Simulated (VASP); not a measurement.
# SiO2 (Pnnm) in VASP: notebook, part 2 of 3

VASP 6.6.1. Earlier steps stand in the parts before.

## (3) Single point, PBE (strain +0.0100 x Voigt [0, 1, 0, 0, 0, 0])

File INCAR:

```
PREC = Accurate
ENCUT = 520
EDIFF = 1E-6
ISMEAR = 0
SIGMA = 0.05
LREAL = False
LASPH = True
NELM = 80
ALGO = Normal
ISIF = 2
LWAVE = False
LCHARG = True
GGA = PE
LELF = True
LVHAR = True
NBANDS = 25
```

File KPOINTS:

```
regular mesh
0
Gamma
  6 6 8
```

File POSCAR:

```
SiO2
1.0
    4.2361165246      0.0000000000      0.0000000000
    0.0000000000      4.2784776898      0.0000000000
    0.0000000000      0.0000000000      2.6904781099
Si O
2 4
Direct
    0.5000000000      0.5000000000      0.5000000000
    0.0000000000      0.0000000000      0.0000000000
    0.6930152168      0.6930152168      0.0000000000
    0.1930152168      0.8069847832      0.5000000000
    0.3069847832      0.3069847832      0.0000000000
    0.8069847832      0.1930152168      0.5000000000
```

Potentials or basis: VASP PAW PBE potentials, release 64 (Si, O).

The run is started by

```console
> cat potpaw_PBE.64/Si/POTCAR potpaw_PBE.64/O/POTCAR > POTCAR
> mpirun -np 1 vasp_std > vasp.out
```

OUTCAR:

```text
PREC = Accurate
   ENCUT = 520
   EDIFF = 1E-6
   ISMEAR = 0
   LREAL = False
   LASPH = True
   NELM = 80
   ISIF = 2
   GGA = PE

 ion  position               nearest neighbor table
   1  0.500  0.500  0.500-   3 1.78   5 1.78   3 1.78   5 1.78   4 1.85   6 1.85
   2  0.000  0.000  0.000-   4 1.78   6 1.78   4 1.78   6 1.78   5 1.85   3 1.85
   3  0.693  0.693  0.000-   1 1.78   1 1.78   2 1.85
   4  0.193  0.807  0.500-   2 1.78   2 1.78   1 1.85
   5  0.307  0.307  0.000-   1 1.78   1 1.78   2 1.85
   6  0.807  0.193  0.500-   2 1.78   2 1.78   1 1.85

  LATTYP: Found a simple orthorhombic cell.
 ALAT       =     2.6904781099
 B/A-ratio  =     1.5744846646
 C/A-ratio  =     1.5902295113

  Lattice vectors:

 A1 = (   0.0000000000,   0.0000000000,   2.6904781099)
 A2 = (   4.2361165246,   0.0000000000,   0.0000000000)
 A3 = (   0.0000000000,   4.2784776898,   0.0000000000)

Analysis of symmetry for initial positions (statically):
=====================================================================
 Subroutine PRICEL returns:
 Original cell was already a primitive cell.

 Routine SETGRP: Setting up the symmetry group for a
 simple orthorhombic supercell.

 Subroutine GETGRP returns: Found  8 space group operations
 (whereof  4 operations were pure point group operations)
 out of a pool of  8 trial point group operations.

The static configuration has the point symmetry C_2h.
 The point group associated with its full space group is D_2h.

Analysis of symmetry for dynamics (positions and initial velocities):
=====================================================================
 Subroutine PRICEL returns:
 Original cell was already a primitive cell.

 Routine SETGRP: Setting up the symmetry group for a
[... 133 lines left out ...]
   IMIX   =      4    mixing-type and parameters
     AMIX     =   0.40;   BMIX     =  1.00
     AMIX_MAG =   1.60;   BMIX_MAG =  1.00
  volume/ion in A,a.u.               =       8.13        54.84
  Fermi-wavevector in a.u.,A,eV,Ry     =   1.422643  2.688406 27.537011  2.023913
  Thomas-Fermi vector in A             =   2.543325
   LORBIT       =      0    0 simple, 1 ext, 2 COOP (PROOUT), +10 PAW based schemes
   GGA     = PE    functional components
   LHFCALC =     F    Hartree Fock is set to
   AEXX    =    0.0000 exact exchange contribution
   IVDW    =     0    specifies the selected vdW correction
   LEPSILON=     F    determine dielectric tensor
   LRPA    =     F    only Hartree local field effects (RPA)
 non-spin polarized calculation
 Gauss-broadening in eV      SIGMA  =   0.05
  energy-cutoff  :      520.00
  volume of cell :       48.76
 maximum number of plane-waves:      1344
 NGX is ok and might be reduce to    32
   NGX = 15   NGY = 15   NGZ = 11

 number of electron      31.9999997 magnetization

 Free energy of the ion-electron system (eV)
  ---------------------------------------------------
  ext. energy  EPLUGINS =         0.00000000
  ---------------------------------------------------
  free energy    TOTEN  =       -46.31046076 eV

  energy without entropy =      -46.31046076  energy(sigma->0) =      -46.31046076

 E-fermi :   7.7987     XC(G=0): -12.0266

 val. band max:        7.5907308403   @ k =   0.0000   0.0000   0.0000
 cond. band min:      12.4618203226   @ k =   0.0000   0.0000   0.0000
 fundamental gap:      4.8710894824
 Fermi energy:         7.7986764186

 k-point     1 :       0.0000    0.0000    0.0000
  band No.  band energies     occupation
      1     -14.5216      2.00000
      2     -11.1587      2.00000
      3     -11.0824      2.00000
      4     -10.9740      2.00000
      5      -2.9564      2.00000
      6       1.3730      2.00000
[... 661 lines left out ...]
     24      20.3076      0.00000
     25      22.0360      0.00000

 [... further k-points ...]

------------------------ aborting loop because EDIFF is reached ----------------------------------------

  FORCE on cell =-STRESS in cart. coord.  units (eV):
  Direction    XX          YY          ZZ          XY          YZ          ZX
  --------------------------------------------------------------------------------------
  -------------------------------------------------------------------------------------
  Total       -0.4938931     -1.4693374     -0.3517762     -0.0000000      0.0000000      0.0000000
  in kB      -16.2276966    -48.2775778    -11.5582054     -0.0000000      0.0000000      0.0000000
  external PRESSURE =     -25.3544933 kB  Pullay stress =       0.0000000 kB

 VOLUME and BASIS-vectors are now :
 -----------------------------------------------------------------------------
  energy-cutoff  :      520.00
  volume of cell :       48.76
      direct lattice vectors                 reciprocal lattice vectors
     4.236116525  0.000000000  0.000000000     0.236065272  0.000000000  0.000000000
     0.000000000  4.278477690  0.000000000     0.000000000  0.233727992  0.000000000
     0.000000000  0.000000000  2.690478110     0.000000000  0.000000000  0.371681151

 POSITION                                       TOTAL-FORCE (eV/Angst)
 -----------------------------------------------------------------------------------
      2.11806      2.13924      1.34524         0.000000      0.000000      0.000000
      0.00000      0.00000      0.00000         0.000000      0.000000      0.000000
      2.93569      2.96505      0.00000        -0.039154     -0.085660      0.000000
      0.81763      3.45267      1.34524        -0.039154      0.085660      0.000000
      1.30042      1.31343      0.00000         0.039154      0.085660     -0.000000
      3.41848      0.82581      1.34524         0.039154     -0.085660     -0.000000
 -----------------------------------------------------------------------------------
    total drift:                                0.000000      0.000000     -0.000000

  FREE ENERGIE OF THE ION-ELECTRON SYSTEM (eV)
  ---------------------------------------------------
  free  energy   TOTEN  =       -46.3104607554 eV

  energy  without entropy=      -46.3104607554  energy(sigma->0) =      -46.31046076
```

stdout:

```text
POSCAR found type information on POSCAR SiO
 POSCAR found :  2 types and       6 ions
 scaLAPACK will be used
 LDA part: xc-table for (Slater+PW92), standard interpolation
 POSCAR, INCAR and KPOINTS ok, starting setup
 FFT: planning ... GRIDC
 FFT: planning ... GRID_SOFT
 FFT: planning ... GRID
 WAVECAR not read
 entering main loop
```

Wall time 53 s (1 thread of Intel Xeon Platinum 8259CL at 2.50GHz (Skylake/Cascade Lake), shared host); peak memory 0.2 GiB.

Results:

```yaml
Free_energy: -46.3105 eV
Pressure: -2.5 GPa
Largest_force: 0.094 eV/Å
Band_gap_on_the_k_mesh: 4.87 eV
```

Forces on the atoms (eV/Å):
```
Si   0.000  0.000  0.000
Si   0.000  0.000  0.000
O   -0.039 -0.086  0.000
O   -0.039  0.086  0.000
O    0.039  0.086  0.000
O    0.039 -0.086  0.000
```

Caveat: the cell differs from its parent crystal (strain +0.0100 x Voigt [0, 1, 0, 0, 0, 0]).

## (4) Single point, PBE (strain +0.0200 x Voigt [0, 1, 0, 0, 0, 0])

File INCAR:

```
ALGO = Normal
EDIFF = 1E-6
ENCUT = 520
GGA = PE
ISIF = 2
ISMEAR = 0
LASPH = True
LCHARG = False
LREAL = False
LWAVE = False
NBANDS = 25
NELM = 60
PREC = Accurate
SIGMA = 0.05
```

File KPOINTS:

```
k-points
0
Gamma
  6 6 8
```

Edit POSCAR of step 3 so:

```diff
@@ -3,3 +3,3 @@
     4.2361165246      0.0000000000      0.0000000000
-    0.0000000000      4.2784776898      0.0000000000
+    0.0000000000      4.3208388551      0.0000000000
     0.0000000000      0.0000000000      2.6904781099
```

Potentials or basis: VASP PAW PBE potentials, release 64 (Si, O).

The run is started by

```console
> cat potpaw_PBE.64/Si/POTCAR potpaw_PBE.64/O/POTCAR > POTCAR
> mpirun -np 1 vasp_std > vasp.out
```

OUTCAR:

```text
EDIFF = 1E-6
   ENCUT = 520
   GGA = PE
   ISIF = 2
   ISMEAR = 0
   LASPH = True
   LREAL = False
   NELM = 60
   PREC = Accurate

 ion  position               nearest neighbor table
   1  0.500  0.500  0.500-   3 1.78   5 1.78   3 1.78   5 1.78   4 1.86   6 1.86
   2  0.000  0.000  0.000-   4 1.78   6 1.78   4 1.78   6 1.78   5 1.86   3 1.86
   3  0.693  0.693  0.000-   1 1.78   1 1.78   2 1.86
   4  0.193  0.807  0.500-   2 1.78   2 1.78   1 1.86
   5  0.307  0.307  0.000-   1 1.78   1 1.78   2 1.86
   6  0.807  0.193  0.500-   2 1.78   2 1.78   1 1.86

  LATTYP: Found a simple orthorhombic cell.
 ALAT       =     2.6904781099
 B/A-ratio  =     1.5744846646
 C/A-ratio  =     1.6059743579

  Lattice vectors:

 A1 = (   0.0000000000,   0.0000000000,   2.6904781099)
 A2 = (   4.2361165246,   0.0000000000,   0.0000000000)
 A3 = (   0.0000000000,   4.3208388551,   0.0000000000)

Analysis of symmetry for initial positions (statically):
=====================================================================
 Subroutine PRICEL returns:
[... 178 lines left out ...]
  free energy    TOTEN  =       -46.29000397 eV

  energy without entropy =      -46.29000397  energy(sigma->0) =      -46.29000397

 E-fermi :   7.7603     XC(G=0): -11.9742

 val. band max:        7.4529939425   @ k =   0.0000   0.0000   0.0000
 cond. band min:      12.1705657120   @ k =   0.0000   0.0000   0.0000
 fundamental gap:      4.7175717695
 Fermi energy:         7.7603021890

 k-point     1 :       0.0000    0.0000    0.0000
  band No.  band energies     occupation
      1     -14.5623      2.00000
      2     -11.2935      2.00000
      3     -11.1447      2.00000
      4     -11.0825      2.00000
      5      -3.0357      2.00000
      6       1.2517      2.00000
[... 661 lines left out ...]
     24      20.1518      0.00000
     25      21.8429      0.00000

 [... further k-points ...]
[... 5 lines left out ...]
  --------------------------------------------------------------------------------------
  -------------------------------------------------------------------------------------
  Total       -0.9361103     -2.8806390     -0.8450212      0.0000000      0.0000000      0.0000000
  in kB      -30.4559509    -93.7203699    -27.4924077      0.0000000      0.0000000      0.0000000
  external PRESSURE =     -50.5562428 kB  Pullay stress =       0.0000000 kB

 VOLUME and BASIS-vectors are now :
 -----------------------------------------------------------------------------
  energy-cutoff  :      520.00
  volume of cell :       49.25
      direct lattice vectors                 reciprocal lattice vectors
     4.236116525  0.000000000  0.000000000     0.236065272  0.000000000  0.000000000
     0.000000000  4.320838855  0.000000000     0.000000000  0.231436541  0.000000000
     0.000000000  0.000000000  2.690478110     0.000000000  0.000000000  0.371681151

 POSITION                                       TOTAL-FORCE (eV/Angst)
 -----------------------------------------------------------------------------------
      2.11806      2.16042      1.34524        -0.000000     -0.000000      0.000000
      0.00000      0.00000      0.00000        -0.000000     -0.000000      0.000000
      2.93569      2.99441      0.00000        -0.094013     -0.186953      0.000000
      0.81763      3.48685      1.34524        -0.094013      0.186953      0.000000
      1.30042      1.32643      0.00000         0.094013      0.186953      0.000000
      3.41848      0.83399      1.34524         0.094013     -0.186953      0.000000
 -----------------------------------------------------------------------------------
    total drift:                                0.000000      0.000000     -0.000000

  FREE ENERGIE OF THE ION-ELECTRON SYSTEM (eV)
  ---------------------------------------------------
  free  energy   TOTEN  =       -46.2900039743 eV

  energy  without entropy=      -46.2900039743  energy(sigma->0) =      -46.29000397
```

stdout:

```text
POSCAR found type information on POSCAR SiO
 POSCAR found :  2 types and       6 ions
 scaLAPACK will be used
 LDA part: xc-table for (Slater+PW92), standard interpolation
 POSCAR, INCAR and KPOINTS ok, starting setup
 FFT: planning ... GRIDC
 FFT: planning ... GRID_SOFT
 FFT: planning ... GRID
 WAVECAR not read
 entering main loop
```

It took 52 s on 1 thread of Intel Xeon Platinum 8259CL at 2.50GHz (Skylake/Cascade Lake), shared host; peak memory 0.2 GiB.

Results:

| Property | Result |
| --- | --- |
| Free energy | -46.2900 eV |
| Pressure | -5.1 GPa |
| Largest force | 0.209 eV/Å |
| Band gap on the k mesh | 4.72 eV |

Forces on the atoms (eV/Å):
```
Si   0.000  0.000  0.000
Si   0.000  0.000  0.000
O   -0.094 -0.187  0.000
O   -0.094  0.187  0.000
O    0.094  0.187  0.000
O    0.094 -0.187  0.000
```

Levels at points of the mesh, in eV from the valence-band top:
```
           k point  band 14  band 15  band 16  band 17  band 18  band 19
(0.00, 0.00, 0.00)    -0.93    -0.76     0.00     4.72     6.67     8.14
(0.50, 0.00, 0.00)    -2.56    -1.09    -1.09     7.08     7.08     8.85
(0.00, 0.50, 0.00)    -2.51    -0.98    -0.98     7.10     7.10     8.89
(0.50, 0.50, 0.00)    -2.46    -2.13    -2.13     6.86     6.86     9.70
(0.00, 0.00, 0.50)    -2.75    -2.49    -2.49     8.34     8.34    11.86
(0.50, 0.00, 0.50)    -2.15    -1.56    -1.56     8.24     8.24     9.17
(0.00, 0.50, 0.50)    -2.20    -1.68    -1.68     8.12     8.12     9.10
(0.50, 0.50, 0.50)    -1.71    -1.43    -1.43     6.54     6.54    10.46
```

Caveat: the cell differs from its parent crystal (strain +0.0200 x Voigt [0, 1, 0, 0, 0, 0]); the stress differs along the axes, from -9 to -3 GPa. A k mesh can miss the band edges.

(Part 2 of 3 ends here.)
